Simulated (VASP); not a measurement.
# TiO2 (P3_121) in VASP: further runs, part 2 of 2

VASP 6.6.1. Earlier steps stand in the parts before.

## 3. Electric field gradients, r2SCAN

File POSCAR:

```
TiO2
1.0
    5.2910000000      0.0000000000      0.0000000000
   -2.6455000000      4.5821404114      0.0000000000
    0.0000000000      0.0000000000      6.1330000000
Ti O
3 6
Direct
    0.4530000000      0.0000000000      0.3333333333
    0.0000000000      0.4530000000      0.6666666667
    0.5470000000      0.5470000000      0.0000000000
    0.4080000000      0.3030000000      0.2150000000
    0.6970000000      0.1050000000      0.5483333333
    0.8950000000      0.5920000000      0.8816666667
    0.3030000000      0.4080000000      0.7850000000
    0.1050000000      0.6970000000      0.4516666667
    0.5920000000      0.8950000000      0.1183333333
```

File INCAR.step1:

```
SYSTEM = TiO2
PREC = Accurate
ENCUT = 520
ISMEAR = -1
SIGMA = 0.01
LREAL = .FALSE.
LASPH = .TRUE.
NELM = 60
NBANDS = 46
GGA = PE
ALGO = Normal
EDIFF = 1E-4
LWAVE = .TRUE.
LCHARG = .FALSE.
```

File INCAR.step2:

```
SYSTEM = TiO2
PREC = Accurate
ENCUT = 520
EDIFF = 1E-8
ISMEAR = -1
SIGMA = 0.01
LREAL = .FALSE.
LASPH = .TRUE.
NELM = 60
ALGO = Normal
ISIF = 2
LWAVE = .FALSE.
LCHARG = .FALSE.
METAGGA = R2SCAN
LMIXTAU = .TRUE.
LEFG = .TRUE.
NBANDS = 46
ISTART = 1
```

File KPOINTS:

```
regular mesh
0
G
  6 6 5
  0 0 0
```

Potentials or basis: VASP PAW PBE potentials, release 64 (Ti_sv, O).

Launch:

```
$ cat potpaw_PBE.64/Ti_sv/POTCAR potpaw_PBE.64/O/POTCAR > POTCAR
$ cp INCAR.step1 INCAR
$ mpirun -np 1 vasp_std > vasp.out
$ cp INCAR.step2 INCAR
$ mpirun -np 1 vasp_std > vasp.out
```

OUTCAR:

```text
SYSTEM = TiO2
   PREC = Accurate
   ENCUT = 520
   EDIFF = 1E-8
   ISMEAR = -1
   LREAL = .FALSE.
   LASPH = .TRUE.
   NELM = 60
   ISIF = 2
   METAGGA = R2SCAN
   ISTART = 1

 ion  position               nearest neighbor table
   1  0.453  0.000  0.333-   9 1.73   5 1.73   4 1.88   8 1.88
   2  0.000  0.453  0.667-   8 1.73   6 1.73   7 1.88   5 1.88
   3  0.547  0.547  0.000-   4 1.73   7 1.73   9 1.88   6 1.88
   4  0.408  0.303  0.215-   3 1.73   1 1.88
   5  0.697  0.105  0.548-   1 1.73   2 1.88
   6  0.895  0.592  0.882-   2 1.73   3 1.88
   7  0.303  0.408  0.785-   3 1.73   2 1.88
   8  0.105  0.697  0.452-   2 1.73   1 1.88
   9  0.592  0.895  0.118-   1 1.73   3 1.88

  LATTYP: Found a hexagonal cell.
 ALAT       =     5.2910000000
[... 1436 lines left out ...]

 Electric field gradients after diagonalization (V/A^2)
 (convention: |V_zz| > |V_xx| > |V_yy|)
----------------------------------------------------------------------
 ion       V_xx      V_yy      V_zz     asymmetry (V_yy - V_xx)/ V_zz
----------------------------------------------------------------------
   1      32.620     5.277   -37.898       0.722
   2      32.620     5.277   -37.898       0.722
   3      32.618     5.279   -37.897       0.721
   4     -13.438    -1.457    14.895       0.804
   5     -13.436    -1.456    14.892       0.805
   6     -13.436    -1.457    14.893       0.804
   7     -13.438    -1.457    14.895       0.804
   8     -13.436    -1.456    14.892       0.805
   9     -13.436    -1.457    14.893       0.804
----------------------------------------------------------------------

           NMR quadrupolar parameters

 Cq : quadrupolar parameter    Cq=e*Q*V_zz/h
 eta: asymmetry parameters     (V_yy - V_xx)/ V_zz
 Q  : nuclear electric quadrupole moment in mb (millibarn)
----------------------------------------------------------------------
 ion       Cq(MHz)       eta       Q (mb)
----------------------------------------------------------------------
   1      -0.092       0.722       1.000
   2      -0.092       0.722       1.000
   3      -0.092       0.721       1.000
   4       0.036       0.804       1.000
   5       0.036       0.805       1.000
   6       0.036       0.804       1.000
   7       0.036       0.804       1.000
   8       0.036       0.805       1.000
   9       0.036       0.804       1.000
----------------------------------------------------------------------
```

OUTCAR.step1:

```text
SYSTEM = TiO2
   PREC = Accurate
   ENCUT = 520
   ISMEAR = -1
   LREAL = .FALSE.
   LASPH = .TRUE.
   NELM = 60
[... 1426 lines left out ...]
      0.52381      1.86951      4.81440        -1.269807     -0.498768     -1.544397
     -1.28836      3.19375      2.77007         0.202958      1.349069     -1.544397
      0.76455      4.10102      0.72574         1.066849     -0.850301     -1.544397
 -----------------------------------------------------------------------------------
    total drift:                                0.000003      0.000005      0.000000

  FREE ENERGIE OF THE ION-ELECTRON SYSTEM (eV)
  ---------------------------------------------------
  free  energy   TOTEN  =       -79.6617572849 eV

  energy  without entropy=      -79.6617572849  energy(sigma->0) =      -79.66175728
```

It took 6.4 min on 1 thread of Intel Xeon 6975P-C (Granite Rapids), shared host; peak memory 0.37 GiB.

What came out:

| Item | Value |
| --- | --- |
| Free energy | -102.8217 eV |
| Pressure | 4.8 GPa |
| Largest force | 2.334 eV/Å |
| Band gap on the k mesh | 4.26 eV (least direct gap 4.39 eV) |
| Largest electric field gradient by atom | Ti -37.9; O +14.9 V/Å² |

Forces in eV/Å, atoms in the order of the input:
```
Ti  -2.334  0.000  0.000
Ti   1.167 -2.021  0.000
Ti   1.167  2.021  0.000
O    0.317 -1.387  1.538
O    1.043  0.968  1.538
O   -1.360  0.419  1.538
O   -1.360 -0.419 -1.538
O    0.317  1.387 -1.538
O    1.043 -0.968 -1.538
```

Electric field gradients, principal values (V/Å²):
```tsv
atom	least	middle	greatest (by size)
1 Ti	5.277	32.620	-37.898
2 Ti	5.277	32.620	-37.898
3 Ti	5.279	32.618	-37.897
4 O	-1.457	-13.438	14.895
5 O	-1.456	-13.436	14.892
6 O	-1.457	-13.436	14.893
7 O	-1.457	-13.438	14.895
8 O	-1.456	-13.436	14.892
9 O	-1.457	-13.436	14.893
```

Caveat: the stress differs along the axes, from 3 to 9 GPa; without QUAD_EFG the Cq values of the log hold for a quadrupole moment of 1 mb, not for the nuclei; the PAW data sets were made with another functional, which shifts forces and pressure a little. r2SCAN opens gaps a little over a GGA but as a rule still falls short of measured ones.
